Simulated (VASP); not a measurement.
Runs of VASP 6.6.1 on Yb. The structure is that of space group Fd-3m (No. 227), or close to it. The cells are those of the table. This isn't the form of Yb at room conditions, which is fcc.

```tsv
cell	k mesh	gap on the mesh (eV)	pressure (GPa)
a = 5.816 Å, angles 60.0°, 2 atoms	8 × 8 × 8	none	-0.1
a = 5.734 Å, angles 60.0°, 2 atoms	8 × 8 × 8	none	(a)
a = 5.973 Å, angles 60.0°, 2 atoms	8 × 8 × 8	none	-0.3
a = 6.122 Å, angles 60.0°, 2 atoms	8 × 8 × 8	none	-0.5
a = 5.896 Å, angles 60.0°, 2 atoms	8 × 8 × 8	none	-0.6
a = 5.896 Å, angles 60.0°, 2 atoms	7 × 7 × 7	none	-0.6
```

Alike in all rows: task single point; level PBEsol; potentials or basis VASP PAW PBE potentials, release 64 (Yb); no spin polarisation; cutoff (eV) 520; smearing fermi-dirac 0.1 eV.

Task: Fill in the values left out.

Result: (a) 1.0.

Caveats: the PAW data sets were made with another functional, which shifts forces and pressure a little; spin-orbit coupling is left out, which moves the levels of the heavy elements.

A k mesh can miss the band edges, and the runs leave out spin-orbit coupling on Yb.

A gap of «none» marks levels without a gap at the run's occupations.
